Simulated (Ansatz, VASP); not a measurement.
Two plane-wave programs on Ga3Sb

File INCAR:

```
SYSTEM = Ga3Sb
PREC     = Accurate       ! precision mode
ENCUT    = 520            ! plane-wave cutoff, eV
EDIFF    = 1E-7           ! SCF threshold, eV
ISMEAR   = 0              ! smearing method
SIGMA    = 0.15           ! smearing width, eV
LREAL    = .False.        ! projectors in reciprocal space
LASPH    = .True.         ! aspherical terms in the spheres
NELM     = 60             ! most SCF steps
ALGO     = Fast           ! electronic algorithm
ISIF     = 2              ! what is computed and relaxed
LWAVE    = .False.        ! write WAVECAR
LCHARG   = .True.         ! write CHGCAR
GGA      = PE             ! functional
IVDW     = 12             ! dispersion correction
LELF     = .True.         ! ELF
LVHAR    = .True.       
NBANDS   = 30             ! bands
```

File KPOINTS:

```
regular mesh
0
Gamma
  14 14 14
  0 0 0
```

File POSCAR:

```
Ga3Sb
1.0
   -2.0567461663      2.0567461663      4.5406785113
    2.0567461663     -2.0567461663      4.5406785113
    2.0567461663      2.0567461663     -4.5406785113
Ga Sb
3 1
Direct
    0.7500000000      0.2500000000      0.5000000000
    0.2500000000      0.7500000000      0.5000000000
    0.5000000000      0.5000000000      0.0000000000
    0.0000000000      0.0000000000      0.0000000000
```

Input for Ansatz:

```yaml
crystal:
  lattice:
    - [-2.0567461663, 2.0567461663, 4.5406785113]
    - [2.0567461663, -2.0567461663, 4.5406785113]
    - [2.0567461663, 2.0567461663, -4.5406785113]
  atoms:
    - { symbol: Ga, position: [0.75, 0.25, 0.5] }
    - { symbol: Ga, position: [0.25, 0.75, 0.5] }
    - { symbol: Ga, position: [0.5, 0.5, 0.0] }
    - { symbol: Sb, position: [0.0, 0.0, 0.0] }
basis:
  ecutwfc: 420
kpoints:
  mp_grid: { grid: [14, 14, 14] }
hamiltonian:
  xc: pbe
  pseudopotentials: { kind: paw, azcp: { folder: soft_1 } }
  dispersion: d3bj
scf:
  occupations: { method: gaussian, width: 0.15 }
output:
  forces: true
  stress: true
  eigenvalues: true
  write_density: true
  write_potential: true
  elf: true
  volumetric_format: npy
```

Alike in both runs: task single point; functional PBE; dispersion D3(BJ); k mesh 14 × 14 × 14; occupations gaussian, width 0.15 eV; no spin polarisation.

|  | VASP | Ansatz |
| --- | --- | --- |
| version | VASP 6.6.1 | Ansatz 0.2.0 |
| potentials or method | VASP PAW PBE potentials, release 64 (Ga_d, Sb), cutoff 520 eV | scalar-relativistic, plane waves, PAW |
| valence electrons in the cell | 44 | 54 |

VASP gave:

- gap on the k mesh at the Fermi level (eV): none
- pressure (GPa): 5.2
- traceless stress, the component that is largest in VASP (GPa): -0.43

**Question.** What did Ansatz give for the same quantities?

**Answer.** gap on the k mesh at the Fermi level (eV): none; pressure (GPa): 5.1; traceless stress, the component that is largest in VASP (GPa): -0.41.

A gap of «none» marks a metal or a gap that the smearing closes. VASP's potentials hold 44 valence electrons a cell and Ansatz's 54, so a difference there can come from the potentials and not from the codes.

Spin-orbit coupling is off throughout.
